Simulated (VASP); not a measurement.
# CdS (Hawleyite) (F-43m) in VASP: a series of runs

The runs below take CdS (Hawleyite) through single point, with PBEsol+D3(BJ), PBEsol.

All numbers are computed with VASP 6.6.1; they aren't measurements. Logs are shortened: lines on timing, memory, paths and dates and some standing lists are left out, and cuts for length are marked.

## 1. The cell of the first run

It takes space group F-43m (No. 216, cubic). The conventional cell has a = 5.777 Å, b = 5.777 Å, c = 5.777 Å, α = 90.00°, β = 90.00°, γ = 90.00°. Within 3.3 Å of Cd (site symmetry -43m) lie 4 S at 2.50 Å. Within 3.3 Å of S (site symmetry -43m) lie 4 Cd at 2.50 Å.

## 2. Single point, PBEsol+D3(BJ)

INCAR

```
ALGO     = Normal         # electronic algorithm
EDIFF    = 1E-6           # SCF threshold, eV
ENCUT    = 520            # plane-wave cutoff, eV
GGA      = PS             # functional
ISIF     = 2              # what is computed and relaxed
ISMEAR   = -1             # smearing method
IVDW     = 12             # dispersion correction
LASPH    = T              # aspherical terms in the spheres
LCHARG   = F              # write CHGCAR
LREAL    = F              # projectors in reciprocal space
LWAVE    = F              # write WAVECAR
NBANDS   = 16             # bands
NELM     = 60             # most SCF steps
PREC     = Accurate       # precision mode
SIGMA    = 0.05           # smearing width, eV
```

KPOINTS

```
k-points
0
Gamma
  8 8 8
```

POSCAR

```
CdS
1.0
    0.0000000000      2.8885284354      2.8885284354
    2.8885284354      0.0000000000      2.8885284354
    2.8885284354      2.8885284354      0.0000000000
Cd S
1 1
Direct
    0.0000000000      0.0000000000      0.0000000000
    0.7500000000      0.7500000000      0.7500000000
```

Potentials or basis: VASP PAW PBE potentials, release 64 (Cd, S).

Started as:

```console
cat potpaw_PBE.64/Cd/POTCAR potpaw_PBE.64/S/POTCAR > POTCAR
mpirun -np 1 vasp_std > vasp.out
```

OUTCAR:

```text
EDIFF = 1E-6
   ENCUT = 520
   GGA = PS
   ISIF = 2
   ISMEAR = -1
   IVDW = 12
   LASPH = T
   LREAL = F
   NELM = 60
   PREC = Accurate
 IVDW          = 12

 ion  position               nearest neighbor table
   1  0.000  0.000  0.000-   2 2.50   2 2.50   2 2.50   2 2.50
   2  0.750  0.750  0.750-   1 2.50   1 2.50   1 2.50   1 2.50

  LATTYP: Found a face centered cubic cell.
 ALAT       =     5.7770568708

  Lattice vectors:

 A1 = (   0.0000000000,   2.8885284354,   2.8885284354)
 A2 = (   2.8885284354,   0.0000000000,   2.8885284354)
 A3 = (   2.8885284354,   2.8885284354,   0.0000000000)

Analysis of symmetry for initial positions (statically):
=====================================================================
 Subroutine PRICEL returns:
 Original cell was already a primitive cell.

 Routine SETGRP: Setting up the symmetry group for a
 face centered cubic supercell.

 Subroutine GETGRP returns: Found 24 space group operations
 (whereof 24 operations were pure point group operations)
 out of a pool of 48 trial point group operations.

The static configuration has the point symmetry T_d .

Analysis of symmetry for dynamics (positions and initial velocities):
=====================================================================
 Subroutine PRICEL returns:
 Original cell was already a primitive cell.

 Routine SETGRP: Setting up the symmetry group for a
 face centered cubic supercell.

 Subroutine GETGRP returns: Found 24 space group operations
 (whereof 24 operations were pure point group operations)
 out of a pool of 48 trial point group operations.

The dynamic configuration has the point symmetry T_d .

 Subroutine INISYM returns: Found 24 space group operations
 (whereof 24 operations are pure point group operations),
 and found     1 'primitive' translations

----------------------------------------------------------------------------------------

                                     Primitive cell

  volume of cell :      48.2014

  direct lattice vectors                    reciprocal lattice vectors
     0.000000000  2.888528435  2.888528435    -0.173098521  0.173098521  0.173098521
     2.888528435  0.000000000  2.888528435     0.173098521 -0.173098521  0.173098521
     2.888528435  2.888528435  0.000000000     0.173098521  0.173098521 -0.173098521

  length of vectors
     4.084996089  4.084996089  4.084996089     0.299815433  0.299815433  0.299815433

  position of ions in fractional coordinates (direct lattice)
     0.000000000  0.000000000  0.000000000
     0.750000000  0.750000000  0.750000000

  ion indices of the primitive-cell ions
   primitive index   ion index
                 1           1
                 2           2

----------------------------------------------------------------------------------------

 KPOINTS: k-points

Automatic generation of k-mesh.
 Grid dimensions read from file:
 generate k-points for:    8    8    8

 Generating k-lattice:

  Cartesian coordinates                     Fractional coordinates (reciprocal lattice)
    -0.021637315  0.021637315  0.021637315     0.125000000  0.000000000  0.000000000
     0.021637315 -0.021637315  0.021637315     0.000000000  0.125000000  0.000000000
     0.021637315  0.021637315 -0.021637315     0.000000000  0.000000000  0.125000000

  Length of vectors
     0.037476929  0.037476929  0.037476929

  Shift w.r.t. Gamma in fractional coordinates (k-lattice)
     0.000000000  0.000000000  0.000000000

 Subroutine IBZKPT returns following result:
 ===========================================

 Found     29 irreducible k-points:

 Following reciprocal coordinates:
            Coordinates               Weight
  0.000000  0.000000  0.000000      1.000000
  0.125000  0.000000  0.000000      8.000000
  0.250000  0.000000  0.000000      8.000000
  0.375000  0.000000  0.000000      8.000000
  0.500000  0.000000  0.000000      4.000000
  0.125000  0.125000  0.000000      6.000000
[... 16 lines left out ...]
  0.500000  0.250000  0.125000     48.000000
 -0.375000  0.250000  0.125000     24.000000
 [... further k-points ...]
   k-points           NKPTS =     29   k-points in BZ     NKDIM =     29   number of bands    NBANDS=     16
   number of dos      NEDOS =    301   number of ions     NIONS =      2
   total plane-waves  NPLWV =  27000
   dimension x,y,z NGX =    30 NGY =   30 NGZ =   30
   dimension x,y,z NGXF=    60 NGYF=   60 NGZF=   60
   ions per type =               1   1
   NGX,Y,Z   is equivalent  to a cutoff of  12.21, 12.21, 12.21 a.u.
   NGXF,Y,Z  is equivalent  to a cutoff of  24.42, 24.42, 24.42 a.u.
 SYSTEM =  unknown system
   PREC   = accura    normal or accurate (medium, high low for compatibility)
   ISTART =      0    job   : 0-new  1-cont  2-samecut
   ICHARG =      2    charge: 1-file 2-atom 10-const
   ISPIN  =      1    spin polarized calculation?
   LNONCOLLINEAR =      F non collinear calculations
   LSORBIT =      F    spin-orbit coupling
   LASPH  =      T    aspherical Exc in radial PAW
   ENCUT  =  520.0 eV  38.22 Ry    6.18 a.u.   7.60  7.60  7.60*2*pi/ulx,y,z
   NELM   =     60;   NELMIN=  2; NELMDL= -5     # of ELM steps
   EDIFF  = 0.1E-05   stopping-criterion for ELM
   LREAL  =      F    real-space projection
   EDIFFG = 0.1E-04   stopping-criterion for IOM
   NSW    =      0    number of steps for IOM
   IBRION =     -1    ionic relax: 0-MD 1-quasi-New 2-CG
   NFREE  =      0    steps in history (QN), initial steepest desc. (CG)
   ISIF   =      2    stress and relaxation
   ISYM   =      2    0-nonsym 1-usesym 2-fastsym
   POTIM  = 0.5000    time-step for ionic-motion
   TEBEG  =    0.0;   TEEND  =   0.0 temperature during run
   PSTRESS=    0.0 pullay stress
   NELECT =      18.0000    total number of electrons
   NUPDOWN=      -1.0000    fix difference up-down
   EMIN   =  10.00;   EMAX   =-10.00  energy-range for DOS
   EFERMI =   0.00;   METHOD = LEGACY
   ISMEAR =    -1;   SIGMA  =   0.05  broadening in eV -4-tet -1-fermi 0-gaus
   EFERMI_NEDOS =   21; number of points for ismear=-14 and -15
   IALGO  =     38    algorithm
   IMIX   =      4    mixing-type and parameters
     AMIX     =   0.40;   BMIX     =  1.00
     AMIX_MAG =   1.60;   BMIX_MAG =  1.00
  volume/ion in A,a.u.               =      24.10       162.64
  Fermi-wavevector in a.u.,A,eV,Ry     =   1.178906  2.227808 18.909627  1.389818
  Thomas-Fermi vector in A             =   2.315226
   LORBIT       =      0    0 simple, 1 ext, 2 COOP (PROOUT), +10 PAW based schemes
   GGA     = PS    functional components
   LHFCALC =     F    Hartree Fock is set to
   AEXX    =    0.0000 exact exchange contribution
   IVDW    =    12    specifies the selected vdW correction
   LEPSILON=     F    determine dielectric tensor
   LRPA    =     F    only Hartree local field effects (RPA)
 non-spin polarized calculation
  energy-cutoff  :      520.00
  volume of cell :       48.20
 maximum number of plane-waves:      1316
   NGX = 15   NGY = 15   NGZ = 15

 number of electron      18.0000008 magnetization

 Free energy of the ion-electron system (eV)
  ---------------------------------------------------
  ext. energy  EPLUGINS =         0.00000000
  ---------------------------------------------------
  free energy    TOTEN  =        -6.80400789 eV

  energy without entropy =       -6.80400766  energy(sigma->0) =       -6.80400778

 E-fermi :   2.0372     XC(G=0):  -9.5148

 val. band max:        1.4662390371   @ k =   0.0000   0.0000   0.0000
 cond. band min:       2.5338509931   @ k =   0.0000   0.0000   0.0000
 fundamental gap:      1.0676119560
 Fermi energy:         2.0371805203

 k-point     1 :       0.0000    0.0000    0.0000
  band No.  band energies     occupation
      1     -11.1032      2.00000
      2      -6.3774      2.00000
      3      -6.3774      2.00000
      4      -6.3774      2.00000
      5      -5.8482      2.00000
      6      -5.8482      2.00000
[... 8 lines left out ...]
     15      12.9558      0.00000
     16      12.9558      0.00000

 k-point     2 :       0.1250    0.0000    0.0000
  band No.  band energies     occupation
      1     -11.0352      2.00000
      2      -6.3528      2.00000
      3      -6.3528      2.00000
      4      -6.3242      2.00000
      5      -5.8495      2.00000
      6      -5.8495      2.00000
[... 8 lines left out ...]
     15      12.3065      0.00000
     16      13.3733      0.00000

 k-point     3 :       0.2500    0.0000    0.0000
  band No.  band energies     occupation
      1     -10.8699      2.00000
      2      -6.2996      2.00000
      3      -6.2996      2.00000
      4      -6.1260      2.00000
      5      -5.8439      2.00000
      6      -5.8439      2.00000
[... 8 lines left out ...]
     15      12.0582      0.00000
     16      12.6500      0.00000

 k-point     4 :       0.3750    0.0000    0.0000
  band No.  band energies     occupation
      1     -10.7043      2.00000
      2      -6.2587      2.00000
      3      -6.2587      2.00000
      4      -5.8218      2.00000
      5      -5.8218      2.00000
      6      -5.7406      2.00000
[... 8 lines left out ...]
     15      12.9497      0.00000
     16      12.9497      0.00000
[... 324 lines left out ...]
 k-point    22 :       0.3750    0.2500    0.1250
  band No.  band energies     occupation
      1     -10.7485      2.00000
      2      -6.2447      2.00000
      3      -6.2148      2.00000
      4      -6.0514      2.00000
      5      -5.8452      2.00000
      6      -5.7850      2.00000
[... 8 lines left out ...]
     15      13.4834      0.00000
     16      15.2958      0.00000

 k-point    23 :       0.5000    0.2500    0.1250
  band No.  band energies     occupation
      1     -10.6183      2.00000
      2      -6.2054      2.00000
      3      -6.1759      2.00000
      4      -5.9282      2.00000
      5      -5.8121      2.00000
      6      -5.5484      2.00000
[... 8 lines left out ...]
     15      14.3115      0.00000
     16      14.5828      0.00000

 k-point    24 :      -0.3750    0.2500    0.1250
  band No.  band energies     occupation
      1     -10.5652      2.00000
      2      -6.2007      2.00000
      3      -6.1569      2.00000
      4      -5.8801      2.00000
      5      -5.8196      2.00000
      6      -5.3157      2.00000
[... 8 lines left out ...]
     15      13.7266      0.00000
     16      14.6801      0.00000

 [... further k-points ...]

------------------------ aborting loop because EDIFF is reached ----------------------------------------

 Edisp (eV)   -0.56040

 E8    (eV) :    -0.3545

  FORCE on cell =-STRESS in cart. coord.  units (eV):
  Direction    XX          YY          ZZ          XY          YZ          ZX
  --------------------------------------------------------------------------------------
  -------------------------------------------------------------------------------------
  Total       0.04974     0.04974     0.04974     0.00000     0.00000     0.00000
  in kB       1.65347     1.65347     1.65347     0.00000     0.00000     0.00000
  external pressure =        1.65 kB  Pullay stress =        0.00 kB

 VOLUME and BASIS-vectors are now :
 -----------------------------------------------------------------------------
  energy-cutoff  :      520.00
  volume of cell :       48.20
      direct lattice vectors                 reciprocal lattice vectors
     0.000000000  2.888528435  2.888528435    -0.173098521  0.173098521  0.173098521
     2.888528435  0.000000000  2.888528435     0.173098521 -0.173098521  0.173098521
     2.888528435  2.888528435  0.000000000     0.173098521  0.173098521 -0.173098521

 POSITION                                       TOTAL-FORCE (eV/Angst)
 -----------------------------------------------------------------------------------
      0.00000      0.00000      0.00000         0.000000     -0.000000     -0.000000
      4.33279      4.33279      4.33279        -0.000000      0.000000      0.000000
 -----------------------------------------------------------------------------------
    total drift:                                0.000001      0.000001      0.000001

  FREE ENERGIE OF THE ION-ELECTRON SYSTEM (eV)
  ---------------------------------------------------
  free  energy   TOTEN  =        -7.3644031013 eV

  energy  without entropy=       -7.3644028712  energy(sigma->0) =       -7.36440299
```

Wall time 20 s (1 thread of Intel Xeon Platinum 8259CL at 2.50GHz (Skylake/Cascade Lake), shared host); peak memory 0.18 GiB.

Results:

| Property | Result |
| --- | --- |
| Free energy | -7.3644 eV |
| Pressure | 0.2 GPa |
| Band gap on the k mesh | 1.07 eV, direct |
| Dispersion energy per atom | -0.280 eV |

Caveat: three body term missing; the PAW data sets were made with another functional, which shifts forces and pressure a little. PBEsol gaps usually lie below the measured ones, often by a third to a half.

## 3. Single point, PBEsol

This run uses another cell than the first one, of 24.81 Å³/atom, 1.029 times its volume.

INCAR

```
SYSTEM = CdS
  ALGO = Normal
  EDIFF = 1E-6
  ENCUT = 520
  GGA = PS
  ISIF = 2
  ISMEAR = -1
  LASPH = .True.
  LCHARG = .False.
  LREAL = .False.
  LWAVE = .False.
  NBANDS = 16
  NELM = 80
  PREC = Accurate
  SIGMA = 0.05
```

KPOINTS

```
k-points
0
Gamma
  8 8 8
  0 0 0
```

POSCAR

```
CdS
1.0
    0.0000000000      2.9165000000      2.9165000000
    2.9165000000      0.0000000000      2.9165000000
    2.9165000000      2.9165000000      0.0000000000
Cd S
1 1
Direct
    0.0000000000      0.0000000000      0.0000000000
    0.7500000000      0.7500000000      0.7500000000
```

Potentials or basis: VASP PAW PBE potentials, release 64 (Cd, S).

Started as:

```console
cat potpaw_PBE.64/Cd/POTCAR potpaw_PBE.64/S/POTCAR > POTCAR
mpirun -np 1 vasp_std > vasp.out
```

It took 16 s on 1 thread of Intel Xeon Platinum 8259CL at 2.50GHz (Skylake/Cascade Lake), shared host; peak memory 0.18 GiB.

The run converged. Its results:

* Free energy: -6.8135 eV
* Pressure: 0.1 GPa
* Band gap on the k mesh: 1.01 eV, direct

Levels at points of the mesh, in eV from the valence-band top:
| k point | band 7 | band 8 | band 9 | band 10 | band 11 | band 12 |
| --- | --- | --- | --- | --- | --- | --- |
| (0.00, 0.00, 0.00) | 0.00 | 0.00 | 0.00 | 1.01 | 6.44 | 6.44 |
| (0.50, 0.00, 0.00) | -4.48 | -0.76 | -0.76 | 2.89 | 6.91 | 6.91 |
| (0.50, 0.50, 0.00) | -4.02 | -1.91 | -1.91 | 3.39 | 4.25 | 9.08 |

Caveat: the PAW data sets were made with another functional, which shifts forces and pressure a little.

(Continued in part 2 of 2.)
